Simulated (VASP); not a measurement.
# Mo3H2 (P-3m1) in VASP: a series of runs

Mo3H2 is run at these levels: PBE; tasks: single point, relaxation of cell and atoms.

All numbers are computed with VASP 6.6.1; they aren't measurements. Logs are shortened: lines on timing, memory, paths and dates and some standing lists are left out, and cuts for length are marked.

## (1) The cell of the first run

It takes space group P-3m1 (No. 164, trigonal). Conventional cell: a = 3.726 Å, b = 3.726 Å, c = 4.499 Å, α = 90.00°, β = 90.00°, γ = 120.00°. Within 2.9 Å of H (site symmetry 3m) lie 8 Mo at 2.19 to 2.40 Å and 3 H at 2.48 Å. Within 3.0 Å of Mo (site symmetry -3m) lie 6 H at 2.24 Å and 6 Mo at 2.73 Å. Mo (site symmetry 3m) has 5 H at 2.19 to 2.40 Å and 6 Mo at 2.43 to 2.73 Å within 2.9 Å.

## (2) Single point, PBE

Input file INCAR:

```
SYSTEM = Mo3H2
PREC = Accurate
ENCUT = 520
EDIFF = 1E-7
ISMEAR = 0
SIGMA = 0.1
LREAL = .FALSE.
LASPH = .TRUE.
NELM = 60
ALGO = Normal
ISIF = 2
LWAVE = .FALSE.
LCHARG = .TRUE.
GGA = PE
LELF = .TRUE.
LVHAR = .TRUE.
NBANDS = 30
```

Input file KPOINTS:

```
Automatic mesh
0
G
  6 6 4
  0 0 0
```

Input file POSCAR:

```
Mo3H2
1.0
    3.7257723490      0.0000000000      0.0000000000
   -1.8628861745      3.2266135029      0.0000000000
    0.0000000000      0.0000000000      4.4985265202
H Mo
2 3
Direct
    0.3333333333      0.6666666667      0.1380000000
    0.6666666667      0.3333333333      0.8620000000
    0.0000000000      0.0000000000      0.0000000000
    0.3333333333      0.6666666667      0.6250000000
    0.6666666667      0.3333333333      0.3750000000
```

Potentials or basis: VASP PAW PBE potentials, release 64 (H, Mo_sv).

Started as:

```sh
$ cat potpaw_PBE.64/H/POTCAR potpaw_PBE.64/Mo_sv/POTCAR > POTCAR
$ mpirun -np 1 vasp_std > vasp.out
```

OUTCAR:

```text
SYSTEM = Mo3H2
   PREC = Accurate
   ENCUT = 520
   EDIFF = 1E-7
   ISMEAR = 0
   LREAL = .FALSE.
   LASPH = .TRUE.
   NELM = 60
   ISIF = 2
   GGA = PE

 ion  position               nearest neighbor table
   1  0.333  0.667  0.138-
   2  0.667  0.333  0.862-
   3  0.000  0.000  0.000-   4 2.73   5 2.73   4 2.73   5 2.73   5 2.73   4 2.73
   4  0.333  0.667  0.625-   5 2.43   5 2.43   5 2.43   3 2.73   3 2.73   3 2.73
   5  0.667  0.333  0.375-   4 2.43   4 2.43   4 2.43   3 2.73   3 2.73   3 2.73

  LATTYP: Found a hexagonal cell.
 ALAT       =     3.7257723490
 C/A-ratio  =     1.2074077799

  Lattice vectors:

 A1 = (   3.7257723490,   0.0000000000,   0.0000000000)
 A2 = (  -1.8628861745,   3.2266135029,   0.0000000000)
 A3 = (   0.0000000000,   0.0000000000,   4.4985265202)

Analysis of symmetry for initial positions (statically):
=====================================================================
 Subroutine PRICEL returns:
 Original cell was already a primitive cell.

 Routine SETGRP: Setting up the symmetry group for a
 hexagonal supercell.

 Subroutine GETGRP returns: Found 12 space group operations
 (whereof 12 operations were pure point group operations)
 out of a pool of 24 trial point group operations.

The static configuration has the point symmetry D_3d.

Analysis of symmetry for dynamics (positions and initial velocities):
=====================================================================
 Subroutine PRICEL returns:
 Original cell was already a primitive cell.

 Routine SETGRP: Setting up the symmetry group for a
 hexagonal supercell.

 Subroutine GETGRP returns: Found 12 space group operations
 (whereof 12 operations were pure point group operations)
 out of a pool of 24 trial point group operations.

The dynamic configuration has the point symmetry D_3d.

 Subroutine INISYM returns: Found 12 space group operations
 (whereof 12 operations are pure point group operations),
 and found     1 'primitive' translations

----------------------------------------------------------------------------------------

                                     Primitive cell

  volume of cell :      54.0796

  direct lattice vectors                    reciprocal lattice vectors
     3.725772349  0.000000000  0.000000000     0.268400725  0.154961231  0.000000000
    -1.862886175  3.226613503  0.000000000     0.000000000  0.309922462  0.000000000
     0.000000000  0.000000000  4.498526520     0.000000000  0.000000000  0.222295010

  length of vectors
     3.725772349  3.725772349  4.498526520     0.309922462  0.309922462  0.222295010

  position of ions in fractional coordinates (direct lattice)
     0.333333333  0.666666667  0.138000000
     0.666666667  0.333333333  0.862000000
     0.000000000  0.000000000  0.000000000
     0.333333333  0.666666667  0.625000000
     0.666666667  0.333333333  0.375000000

  ion indices of the primitive-cell ions
   primitive index   ion index
                 1           1
                 2           2
                 3           3
                 4           4
                 5           5

----------------------------------------------------------------------------------------

 KPOINTS: Automatic mesh

Automatic generation of k-mesh.
 Grid dimensions read from file:
 generate k-points for:    6    6    4

 Generating k-lattice:

  Cartesian coordinates                     Fractional coordinates (reciprocal lattice)
     0.044733454  0.025826872  0.000000000     0.166666667 -0.000000000  0.000000000
     0.000000000  0.051653744  0.000000000     0.000000000  0.166666667  0.000000000
     0.000000000  0.000000000  0.055573753     0.000000000  0.000000000  0.250000000

  Length of vectors
     0.051653744  0.051653744  0.055573753

  Shift w.r.t. Gamma in fractional coordinates (k-lattice)
     0.000000000  0.000000000  0.000000000

 Subroutine IBZKPT returns following result:
 ===========================================

 Found     24 irreducible k-points:

 Following reciprocal coordinates:
            Coordinates               Weight
  0.000000  0.000000  0.000000      1.000000
  0.166667  0.000000  0.000000      6.000000
  0.333333  0.000000  0.000000      6.000000
  0.500000  0.000000  0.000000      3.000000
  0.166667  0.166667  0.000000      6.000000
  0.333333  0.166667  0.000000     12.000000
[... 16 lines left out ...]
  0.333333  0.166667  0.500000     12.000000
  0.333333  0.333333  0.500000      2.000000
   k-points           NKPTS =     24   k-points in BZ     NKDIM =     24   number of bands    NBANDS=     30
   number of dos      NEDOS =    301   number of ions     NIONS =      5
   total plane-waves  NPLWV =  28224
   dimension x,y,z NGX =    28 NGY =   28 NGZ =   36
   dimension x,y,z NGXF=    56 NGYF=   56 NGZF=   72
   ions per type =               2   3
   NGX,Y,Z   is equivalent  to a cutoff of  12.49, 12.49, 13.30 a.u.
   NGXF,Y,Z  is equivalent  to a cutoff of  24.99, 24.99, 26.61 a.u.
 SYSTEM =  Mo3H2
   PREC   = accura    normal or accurate (medium, high low for compatibility)
   ISTART =      0    job   : 0-new  1-cont  2-samecut
   ICHARG =      2    charge: 1-file 2-atom 10-const
   ISPIN  =      1    spin polarized calculation?
   LNONCOLLINEAR =      F non collinear calculations
   LSORBIT =      F    spin-orbit coupling
   LASPH  =      T    aspherical Exc in radial PAW
   ENCUT  =  520.0 eV  38.22 Ry    6.18 a.u.   6.93  6.93  8.36*2*pi/ulx,y,z
   NELM   =     60;   NELMIN=  2; NELMDL= -5     # of ELM steps
   EDIFF  = 0.1E-06   stopping-criterion for ELM
   LREAL  =      F    real-space projection
   EDIFFG = 0.1E-05   stopping-criterion for IOM
   NSW    =      0    number of steps for IOM
   IBRION =     -1    ionic relax: 0-MD 1-quasi-New 2-CG
   NFREE  =      0    steps in history (QN), initial steepest desc. (CG)
   ISIF   =      2    stress and relaxation
   ISYM   =      2    0-nonsym 1-usesym 2-fastsym
   POTIM  = 0.5000    time-step for ionic-motion
   TEBEG  =    0.0;   TEEND  =   0.0 temperature during run
   PSTRESS=    0.0 pullay stress
   NELECT =      44.0000    total number of electrons
   NUPDOWN=      -1.0000    fix difference up-down
   EMIN   =  10.00;   EMAX   =-10.00  energy-range for DOS
   EFERMI =   0.00;   METHOD = LEGACY
   ISMEAR =     0;   SIGMA  =   0.10  broadening in eV -4-tet -1-fermi 0-gaus
   EFERMI_NEDOS =   21; number of points for ismear=-14 and -15
   IALGO  =     38    algorithm
   IMIX   =      4    mixing-type and parameters
     AMIX     =   0.40;   BMIX     =  1.00
     AMIX_MAG =   1.60;   BMIX_MAG =  1.00
  volume/ion in A,a.u.               =      10.82        72.99
  Fermi-wavevector in a.u.,A,eV,Ry     =   1.528321  2.888108 31.780007  2.335765
  Thomas-Fermi vector in A             =   2.636096
   LORBIT       =      0    0 simple, 1 ext, 2 COOP (PROOUT), +10 PAW based schemes
   GGA     = PE    functional components
   LHFCALC =     F    Hartree Fock is set to
   AEXX    =    0.0000 exact exchange contribution
   IVDW    =     0    specifies the selected vdW correction
   LEPSILON=     F    determine dielectric tensor
   LRPA    =     F    only Hartree local field effects (RPA)
 non-spin polarized calculation
 Gauss-broadening in eV      SIGMA  =   0.10
  energy-cutoff  :      520.00
  volume of cell :       54.08
 maximum number of plane-waves:      1479
   NGX = 13   NGY = 13   NGZ = 17

 number of electron      44.0000003 magnetization

 Free energy of the ion-electron system (eV)
  ---------------------------------------------------
  ext. energy  EPLUGINS =         0.00000000
  ---------------------------------------------------
  free energy    TOTEN  =       -35.17128390 eV

  energy without entropy =      -35.15061441  energy(sigma->0) =      -35.16094916

 E-fermi :  11.4290     XC(G=0): -12.8809

 val. band max:       11.4191735698   @ k =   0.1667   0.1667   0.2500
 cond. band min:      11.4338027077   @ k =  -0.1667   0.5000   0.2500
 fundamental gap:      0.0146291379
 Fermi energy:        11.4290343896

 k-point     1 :       0.0000    0.0000    0.0000
  band No.  band energies     occupation
      1     -49.8566      2.00000
      2     -49.6122      2.00000
      3     -49.1173      2.00000
      4     -24.1995      2.00000
      5     -24.1995      2.00000
      6     -24.0603      2.00000
[... 22 lines left out ...]
     29      15.1453      0.00000
     30      15.9715      0.00000

 k-point     2 :       0.1667    0.0000    0.0000
  band No.  band energies     occupation
      1     -49.8291      2.00000
      2     -49.6036      2.00000
      3     -49.1526      2.00000
      4     -24.4084      2.00000
      5     -24.3080      2.00000
      6     -24.1178      2.00000
[... 22 lines left out ...]
     29      14.5741      0.00000
     30      17.3169      0.00000

 k-point     3 :       0.3333    0.0000    0.0000
  band No.  band energies     occupation
      1     -49.7759      2.00000
      2     -49.5648      2.00000
      3     -49.2431      2.00000
      4     -24.4763      2.00000
      5     -24.4484      2.00000
      6     -24.2645      2.00000
[... 22 lines left out ...]
     29      15.4038      0.00000
     30      16.7733      0.00000

 k-point     4 :       0.5000    0.0000    0.0000
  band No.  band energies     occupation
      1     -49.7533      2.00000
      2     -49.5169      2.00000
      3     -49.3128      2.00000
      4     -24.5041      2.00000
      5     -24.3872      2.00000
      6     -24.3326      2.00000
[... 22 lines left out ...]
     29      15.6331      0.00000
     30      16.9143      0.00000

 k-point     5 :       0.1667    0.1667    0.0000
  band No.  band energies     occupation
      1     -49.7890      2.00000
      2     -49.5780      2.00000
      3     -49.2171      2.00000
      4     -24.4770      2.00000
      5     -24.4373      2.00000
      6     -24.1082      2.00000
[... 22 lines left out ...]
     29      14.7842      0.00000
     30      16.9481      0.00000
[... 526 lines left out ...]
     29      14.3357      0.00000
     30      15.1940      0.00000

 k-point    22 :       0.1667    0.1667    0.5000
  band No.  band energies     occupation
      1     -49.7613      2.00000
      2     -49.6158      2.00000
      3     -49.2068      2.00000
      4     -24.4150      2.00000
      5     -24.3632      2.00000
      6     -24.1528      2.00000
[... 22 lines left out ...]
     29      14.7675      0.00000
     30      15.3069      0.00000

 k-point    23 :       0.3333    0.1667    0.5000
  band No.  band energies     occupation
      1     -49.7530      2.00000
      2     -49.5147      2.00000
      3     -49.3149      2.00000
      4     -24.5919      2.00000
      5     -24.4756      2.00000
      6     -24.2955      2.00000
[... 22 lines left out ...]
     29      14.7778      0.00000
     30      15.3675      0.00000

 k-point    24 :       0.3333    0.3333    0.5000
  band No.  band energies     occupation
      1     -49.7486      2.00000
      2     -49.4167      2.00000
      3     -49.4167      2.00000
      4     -24.6450      2.00000
      5     -24.4767      2.00000
      6     -24.4767      2.00000
[... 22 lines left out ...]
     29      14.0292      0.00000
     30      15.1180      0.00000

------------------------ aborting loop because EDIFF is reached ----------------------------------------

  FORCE on cell =-STRESS in cart. coord.  units (eV):
  Direction    XX          YY          ZZ          XY          YZ          ZX
  --------------------------------------------------------------------------------------
  -------------------------------------------------------------------------------------
  Total        4.1561881      4.1561881      0.9878069      0.0000000     -0.0000000      0.0000000
  in kB      123.1323668    123.1323668     29.2650371      0.0000000     -0.0000000      0.0000000
  external PRESSURE =      91.8432569 kB  Pullay stress =       0.0000000 kB

 VOLUME and BASIS-vectors are now :
 -----------------------------------------------------------------------------
  energy-cutoff  :      520.00
  volume of cell :       54.08
      direct lattice vectors                 reciprocal lattice vectors
     3.725772349  0.000000000  0.000000000     0.268400725  0.154961231  0.000000000
    -1.862886175  3.226613503  0.000000000     0.000000000  0.309922462  0.000000000
     0.000000000  0.000000000  4.498526520     0.000000000  0.000000000  0.222295010

 POSITION                                       TOTAL-FORCE (eV/Angst)
 -----------------------------------------------------------------------------------
     -0.00000      2.15108      0.62080        -0.000000      0.000000     -0.025671
      1.86289      1.07554      3.87773        -0.000000      0.000000      0.025671
      0.00000      0.00000      0.00000        -0.000000      0.000000      0.000000
     -0.00000      2.15108      2.81158        -0.000000      0.000000      2.277094
      1.86289      1.07554      1.68695         0.000000     -0.000000     -2.277094
 -----------------------------------------------------------------------------------
    total drift:                                0.000000     -0.000000      0.000000

  FREE ENERGIE OF THE ION-ELECTRON SYSTEM (eV)
  ---------------------------------------------------
  free  energy   TOTEN  =       -35.1712839003 eV

  energy  without entropy=      -35.1506144121  energy(sigma->0) =      -35.16094916
```

Run time: 52 s. Hardware: 1 thread of Oxide Virtual Turin-like, shared host; peak memory 0.15 GiB.

Results:

```yaml
Free_energy: -35.1713 eV
Pressure: 9.2 GPa
Largest_force: 2.277 eV/Å
Band_gap_on_the_k_mesh: zero (bands 22 and 23 overlap by 2.35 eV)
```

Forces on the atoms (eV/Å):
```
H    0.000  0.000 -0.026
H    0.000  0.000  0.026
Mo   0.000  0.000  0.000
Mo   0.000  0.000  2.277
Mo   0.000  0.000 -2.277
```

Stress tensor (GPa, compression positive):
```
12.31  0.00  0.00
 0.00 12.31  0.00
 0.00  0.00  2.93
```

Levels at points of the mesh, in eV from the Fermi level:
```csv
k point,band 20,band 21,band 22,band 23,band 24,band 25
"(0.00, 0.00, 0.00)",-2.42,-2.42,1.38,1.38,2.14,2.14
"(0.50, 0.00, 0.00)",-1.16,-0.37,-0.31,0.75,0.86,1.12
"(0.00, 0.00, 0.50)",-2.43,-2.43,-0.59,0.67,0.67,1.13
"(0.50, 0.00, 0.50)",-1.58,-1.05,-0.67,0.01,0.06,0.42
```

Caveat: the stress differs along the axes, from 3 to 12 GPa; forces of over 1 eV/Å act on the atoms, so gaps and moduli don't describe the material at rest.

[end of part 1 of 2]

The gap in the log of VASP goes by the Fermi energy; the results here count the filled bands.